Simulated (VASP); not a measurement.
# BaZrO3 (Pm-3m) in VASP: further runs

BaZrO3 is run at these levels: LDA; tasks: single point.

All numbers are computed with VASP 6.6.1; they aren't measurements. Logs are shortened: lines on timing, memory, paths and dates and some standing lists are left out, and cuts for length are marked.

### 1 The cell of the first run

The structure is cubic, space group Pm-3m (No. 221). Conventional cell: a = 4.118 Å, b = 4.118 Å, c = 4.118 Å, α = 90.00°, β = 90.00°, γ = 90.00°. Ba (site symmetry m-3m) has 12 O at 2.91 Å and 8 Zr at 3.57 Å within 3.8 Å. Zr (site symmetry m-3m) has 6 O at 2.06 Å within 2.7 Å. O (site symmetry 4/mmm) has 2 Zr at 2.06 Å within 2.7 Å.

### 2 Single point, LDA

File INCAR:

```
SYSTEM = BaZrO3
ALGO = Normal ; EDIFF = 1E-6
ENCUT = 520 ; ISIF = 2
ISMEAR = 0 ; LASPH = .True.
LCHARG = .True. ; LELF = .True.
LREAL = .False. ; LVHAR = .True.
LWAVE = .False. ; NBANDS = 28
NELM = 60 ; PREC = Accurate
SIGMA = 0.01
```

File KPOINTS:

```
k-points
0
Gamma
  4 4 4
  0 0 0
```

File POSCAR:

```
BaZrO3
1.0
    4.1176254978      0.0000000000      0.0000000000
    0.0000000000      4.1176254978      0.0000000000
    0.0000000000      0.0000000000      4.1176254978
Ba Zr O
1 1 3
Direct
    0.0000000000      0.0000000000      0.0000000000
    0.5000000000      0.5000000000      0.5000000000
    0.0000000000      0.5000000000      0.5000000000
    0.5000000000      0.0000000000      0.5000000000
    0.5000000000      0.5000000000      0.0000000000
```

Potentials or basis: VASP PAW LDA potentials, release 64 (Ba_sv, Zr_sv, O).

Launch:

```
$ cat potpaw_LDA.64/Ba_sv/POTCAR potpaw_LDA.64/Zr_sv/POTCAR potpaw_LDA.64/O/POTCAR > POTCAR
$ mpirun -np 1 vasp_std > vasp.out
```

OUTCAR:

```text
SYSTEM = BaZrO3
   EDIFF = 1E-6
   ENCUT = 520
   ISIF = 2
   ISMEAR = 0
   LASPH = .True.
   LREAL = .False.
   NELM = 60
   PREC = Accurate

 ion  position               nearest neighbor table
   1  0.000  0.000  0.000-   3 2.91   4 2.91   5 2.91   3 2.91   4 2.91   3 2.91   5 2.91   3 2.91
                             4 2.91   5 2.91   4 2.91   5 2.91   2 3.57   2 3.57   2 3.57   2 3.57
   2  0.500  0.500  0.500-   3 2.06   4 2.06   5 2.06   5 2.06   4 2.06   3 2.06   1 3.57   1 3.57
                             1 3.57   1 3.57   1 3.57   1 3.57   1 3.57   1 3.57
   3  0.000  0.500  0.500-   2 2.06   2 2.06   1 2.91   1 2.91   1 2.91   1 2.91
   4  0.500  0.000  0.500-   2 2.06   2 2.06   1 2.91   1 2.91   1 2.91   1 2.91
   5  0.500  0.500  0.000-   2 2.06   2 2.06   1 2.91   1 2.91   1 2.91   1 2.91

  LATTYP: Found a simple cubic cell.
 ALAT       =     4.1176254978

  Lattice vectors:

 A1 = (   4.1176254978,   0.0000000000,   0.0000000000)
 A2 = (   0.0000000000,   4.1176254978,   0.0000000000)
 A3 = (   0.0000000000,   0.0000000000,   4.1176254978)

Analysis of symmetry for initial positions (statically):
=====================================================================
 Subroutine PRICEL returns:
 Original cell was already a primitive cell.

 Routine SETGRP: Setting up the symmetry group for a
 simple cubic supercell.

 Subroutine GETGRP returns: Found 48 space group operations
 (whereof 48 operations were pure point group operations)
 out of a pool of 48 trial point group operations.

The static configuration has the point symmetry O_h .

Analysis of symmetry for dynamics (positions and initial velocities):
=====================================================================
 Subroutine PRICEL returns:
 Original cell was already a primitive cell.

 Routine SETGRP: Setting up the symmetry group for a
 simple cubic supercell.

 Subroutine GETGRP returns: Found 48 space group operations
 (whereof 48 operations were pure point group operations)
 out of a pool of 48 trial point group operations.

The dynamic configuration has the point symmetry O_h .

 Subroutine INISYM returns: Found 48 space group operations
 (whereof 48 operations are pure point group operations),
 and found     1 'primitive' translations

----------------------------------------------------------------------------------------

                                     Primitive cell

  volume of cell :      69.8137

  direct lattice vectors                    reciprocal lattice vectors
     4.117625498  0.000000000  0.000000000     0.242858415  0.000000000  0.000000000
     0.000000000  4.117625498  0.000000000     0.000000000  0.242858415  0.000000000
     0.000000000  0.000000000  4.117625498     0.000000000  0.000000000  0.242858415

  length of vectors
     4.117625498  4.117625498  4.117625498     0.242858415  0.242858415  0.242858415

  position of ions in fractional coordinates (direct lattice)
     0.000000000  0.000000000  0.000000000
     0.500000000  0.500000000  0.500000000
     0.000000000  0.500000000  0.500000000
     0.500000000  0.000000000  0.500000000
     0.500000000  0.500000000  0.000000000

  ion indices of the primitive-cell ions
   primitive index   ion index
                 1           1
                 2           2
                 3           3
                 4           4
                 5           5

----------------------------------------------------------------------------------------

 KPOINTS: k-points

Automatic generation of k-mesh.
 Grid dimensions read from file:
 generate k-points for:    4    4    4

 Generating k-lattice:

  Cartesian coordinates                     Fractional coordinates (reciprocal lattice)
     0.060714604  0.000000000  0.000000000     0.250000000  0.000000000  0.000000000
     0.000000000  0.060714604  0.000000000     0.000000000  0.250000000  0.000000000
     0.000000000  0.000000000  0.060714604     0.000000000  0.000000000  0.250000000

  Length of vectors
     0.060714604  0.060714604  0.060714604

  Shift w.r.t. Gamma in fractional coordinates (k-lattice)
     0.000000000  0.000000000  0.000000000

 Subroutine IBZKPT returns following result:
 ===========================================

 Found     10 irreducible k-points:

 Following reciprocal coordinates:
            Coordinates               Weight
  0.000000  0.000000  0.000000      1.000000
  0.250000  0.000000  0.000000      6.000000
  0.500000  0.000000  0.000000      3.000000
  0.250000  0.250000  0.000000     12.000000
  0.500000  0.250000  0.000000     12.000000
  0.500000  0.500000  0.000000      3.000000
  0.250000  0.250000  0.250000      8.000000
  0.500000  0.250000  0.250000     12.000000
  0.500000  0.500000  0.250000      6.000000
  0.500000  0.500000  0.500000      1.000000
   k-points           NKPTS =     10   k-points in BZ     NKDIM =     10   number of bands    NBANDS=     28
   number of dos      NEDOS =    301   number of ions     NIONS =      5
   total plane-waves  NPLWV =  32768
   dimension x,y,z NGX =    32 NGY =   32 NGZ =   32
   dimension x,y,z NGXF=    64 NGYF=   64 NGZF=   64
   ions per type =               1   1   3
   NGX,Y,Z   is equivalent  to a cutoff of  12.92, 12.92, 12.92 a.u.
   NGXF,Y,Z  is equivalent  to a cutoff of  25.84, 25.84, 25.84 a.u.
 SYSTEM =  BaZrO3
   PREC   = accura    normal or accurate (medium, high low for compatibility)
   ISTART =      0    job   : 0-new  1-cont  2-samecut
   ICHARG =      2    charge: 1-file 2-atom 10-const
   ISPIN  =      1    spin polarized calculation?
   LNONCOLLINEAR =      F non collinear calculations
   LSORBIT =      F    spin-orbit coupling
   LASPH  =      T    aspherical Exc in radial PAW
   ENCUT  =  520.0 eV  38.22 Ry    6.18 a.u.   7.66  7.66  7.66*2*pi/ulx,y,z
   NELM   =     60;   NELMIN=  2; NELMDL= -5     # of ELM steps
   EDIFF  = 0.1E-05   stopping-criterion for ELM
   LREAL  =      F    real-space projection
[... 7 lines left out ...]
   TEBEG  =    0.0;   TEEND  =   0.0 temperature during run
   PSTRESS=    0.0 pullay stress
   NELECT =      40.0000    total number of electrons
   NUPDOWN=      -1.0000    fix difference up-down
   EMIN   =  10.00;   EMAX   =-10.00  energy-range for DOS
   EFERMI =   0.00;   METHOD = LEGACY
   ISMEAR =     0;   SIGMA  =   0.01  broadening in eV -4-tet -1-fermi 0-gaus
   EFERMI_NEDOS =   21; number of points for ismear=-14 and -15
   IALGO  =     38    algorithm
   IMIX   =      4    mixing-type and parameters
     AMIX     =   0.40;   BMIX     =  1.00
     AMIX_MAG =   1.60;   BMIX_MAG =  1.00
  volume/ion in A,a.u.               =      13.96        94.23
  Fermi-wavevector in a.u.,A,eV,Ry     =   1.359715  2.569489 25.154801  1.848826
  Thomas-Fermi vector in A             =   2.486439
   LORBIT       =      0    0 simple, 1 ext, 2 COOP (PROOUT), +10 PAW based schemes
   GGA     = CA    functional components
   LHFCALC =     F    Hartree Fock is set to
   AEXX    =    0.0000 exact exchange contribution
   IVDW    =     0    specifies the selected vdW correction
   LEPSILON=     F    determine dielectric tensor
   LRPA    =     F    only Hartree local field effects (RPA)
 non-spin polarized calculation
 Gauss-broadening in eV      SIGMA  =   0.01
  energy-cutoff  :      520.00
  volume of cell :       69.81
 maximum number of plane-waves:      1924
 NGX is ok and might be reduce to    32
   NGX = 15   NGY = 15   NGZ = 15

 number of electron      40.0000022 magnetization

 Free energy of the ion-electron system (eV)
  ---------------------------------------------------
  ext. energy  EPLUGINS =         0.00000000
  ---------------------------------------------------
  free energy    TOTEN  =       -45.69153780 eV

  energy without entropy =      -45.69153780  energy(sigma->0) =      -45.69153780

 E-fermi :   3.9782     XC(G=0): -11.5017

 val. band max:        3.8699586151   @ k =   0.5000   0.5000   0.5000
 cond. band min:       7.0369544986   @ k =   0.0000   0.0000   0.0000
 fundamental gap:      3.1669958836
 Fermi energy:         3.9782478226

 k-point     1 :       0.0000    0.0000    0.0000
  band No.  band energies     occupation
      1     -42.4763      2.00000
      2     -21.1174      2.00000
      3     -20.8942      2.00000
      4     -20.8942      2.00000
      5     -20.8942      2.00000
      6     -12.2734      2.00000
[... 20 lines left out ...]
     27      11.9374      0.00000
     28      11.9374      0.00000

 k-point     2 :       0.2500    0.0000    0.0000
  band No.  band energies     occupation
      1     -42.4740      2.00000
      2     -21.2793      2.00000
      3     -20.8893      2.00000
      4     -20.8893      2.00000
      5     -20.8510      2.00000
      6     -12.3806      2.00000
[... 20 lines left out ...]
     27      11.9425      0.00000
     28      12.0085      0.00000

 k-point     3 :       0.5000    0.0000    0.0000
  band No.  band energies     occupation
      1     -42.4716      2.00000
      2     -21.4270      2.00000
      3     -20.8843      2.00000
      4     -20.8843      2.00000
      5     -20.8114      2.00000
      6     -12.5443      2.00000
[... 20 lines left out ...]
     27      11.9372      0.00000
     28      12.7102      0.00000

 k-point     4 :       0.2500    0.2500    0.0000
  band No.  band energies     occupation
      1     -42.4716      2.00000
      2     -21.2626      2.00000
      3     -21.0548      2.00000
      4     -20.8846      2.00000
      5     -20.8319      2.00000
      6     -12.2583      2.00000
[... 20 lines left out ...]
     27      12.1565      0.00000
     28      12.8087      0.00000

 k-point     5 :       0.5000    0.2500    0.0000
  band No.  band energies     occupation
      1     -42.4692      2.00000
      2     -21.3397      2.00000
      3     -21.0508      2.00000
      4     -20.8799      2.00000
      5     -20.8774      2.00000
      6     -12.2776      2.00000
[... 20 lines left out ...]
     27      12.3523      0.00000
     28      12.9414      0.00000

 k-point     6 :       0.5000    0.5000    0.0000
  band No.  band energies     occupation
      1     -42.4669      2.00000
      2     -21.2057      2.00000
      3     -21.2057      2.00000
      4     -20.9901      2.00000
      5     -20.8754      2.00000
      6     -12.1506      2.00000
[... 20 lines left out ...]
     27      13.5078      0.00000
     28      13.5078      0.00000

 k-point     7 :       0.2500    0.2500    0.2500
  band No.  band energies     occupation
      1     -42.4693      2.00000
      2     -21.2209      2.00000
      3     -21.0488      2.00000
      4     -21.0488      2.00000
      5     -20.8445      2.00000
      6     -11.7908      2.00000
[... 20 lines left out ...]
     27      12.5844      0.00000
     28      12.5844      0.00000

 k-point     8 :       0.5000    0.2500    0.2500
  band No.  band energies     occupation
      1     -42.4669      2.00000
      2     -21.2787      2.00000
      3     -21.0471      2.00000
      4     -21.0427      2.00000
      5     -20.9122      2.00000
      6     -11.7502      2.00000
[... 20 lines left out ...]
     27      11.7900      0.00000
     28      12.9810      0.00000

 k-point     9 :       0.5000    0.5000    0.2500
  band No.  band energies     occupation
      1     -42.4646      2.00000
      2     -21.1985      2.00000
      3     -21.1985      2.00000
      4     -21.0390      2.00000
      5     -20.9659      2.00000
      6     -11.5302      2.00000
[... 20 lines left out ...]
     27      12.2930      0.00000
     28      13.6791      0.00000

 k-point    10 :       0.5000    0.5000    0.5000
  band No.  band energies     occupation
      1     -42.4623      2.00000
      2     -21.1914      2.00000
      3     -21.1914      2.00000
      4     -21.1914      2.00000
      5     -20.9415      2.00000
      6     -10.8430      2.00000
[... 20 lines left out ...]
     27      13.3970      0.00000
     28      13.3970      0.00000

------------------------ aborting loop because EDIFF is reached ----------------------------------------

  FORCE on cell =-STRESS in cart. coord.  units (eV):
  Direction    XX          YY          ZZ          XY          YZ          ZX
  --------------------------------------------------------------------------------------
  -------------------------------------------------------------------------------------
  Total        2.4673161      2.4673161      2.4673161      0.0000000     -0.0000000      0.0000000
  in kB       56.6232557     56.6232557     56.6232557      0.0000000     -0.0000000      0.0000000
  external PRESSURE =      56.6232557 kB  Pullay stress =       0.0000000 kB

 VOLUME and BASIS-vectors are now :
 -----------------------------------------------------------------------------
  energy-cutoff  :      520.00
  volume of cell :       69.81
      direct lattice vectors                 reciprocal lattice vectors
     4.117625498  0.000000000  0.000000000     0.242858415  0.000000000  0.000000000
     0.000000000  4.117625498  0.000000000     0.000000000  0.242858415  0.000000000
     0.000000000  0.000000000  4.117625498     0.000000000  0.000000000  0.242858415

 POSITION                                       TOTAL-FORCE (eV/Angst)
 -----------------------------------------------------------------------------------
      0.00000      0.00000      0.00000         0.000000      0.000000      0.000000
      2.05881      2.05881      2.05881         0.000000      0.000000      0.000000
      0.00000      2.05881      2.05881         0.000000      0.000000      0.000000
      2.05881      0.00000      2.05881         0.000000      0.000000      0.000000
      2.05881      2.05881      0.00000         0.000000      0.000000      0.000000
 -----------------------------------------------------------------------------------
    total drift:                                0.000000     -0.000000     -0.000000

  FREE ENERGIE OF THE ION-ELECTRON SYSTEM (eV)
  ---------------------------------------------------
  free  energy   TOTEN  =       -45.6915377990 eV

  energy  without entropy=      -45.6915377990  energy(sigma->0) =      -45.69153780
```

It took 20 s on 1 thread of AMD EPYC 7R43 (Zen 3), shared host; peak memory 0.13 GiB.

Results:

* Free energy: -45.6915 eV
* Pressure: 5.7 GPa
* Band gap on the k mesh: 3.17 eV, indirect (least direct gap 3.31 eV)

Caveat: spin-orbit coupling is left out, which moves the levels of the heavy elements. A k mesh can miss the band edges.

(Continued in part 2 of 2.)
